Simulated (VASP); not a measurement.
Input of a VASP 6.6.1 run:

File INCAR:

```
PREC = Accurate
ENCUT = 520
EDIFF = 1E-6
ISMEAR = -1
SIGMA = 0.1
LREAL = F
LASPH = T
NELM = 80
ALGO = Normal
ISIF = 2
LWAVE = F
LCHARG = F
GGA = PE
NBANDS = 16
```

File KPOINTS:

```
regular mesh
0
Gamma
  13 13 13
```

Contents of POSCAR:

```
InAs
1.0
    0.0000000000      2.7366997543      2.7366997543
    2.7366997543      0.0000000000      2.7366997543
    2.7366997543      2.7366997543      0.0000000000
In As
1 1
Direct
    0.0000000000      0.0000000000      0.0000000000
    0.5000000000      0.5000000000      0.5000000000
```

Potentials or basis: VASP PAW PBE potentials, release 64 (In_d, As).

Run with:

```bash
$ cat potpaw_PBE.64/In_d/POTCAR potpaw_PBE.64/As/POTCAR > POTCAR
$ mpirun -np 1 vasp_std > vasp.out
```

Q: What does it give for the band gap on the k mesh?

A: Zero (band 9 reaches 8.14 eV, above the bottom of band 10 at 5.00 eV).

Q: What does it give for the pressure?

A: 13.2 GPa.

Caveat: spin-orbit coupling is left out, which moves the levels of the heavy elements.
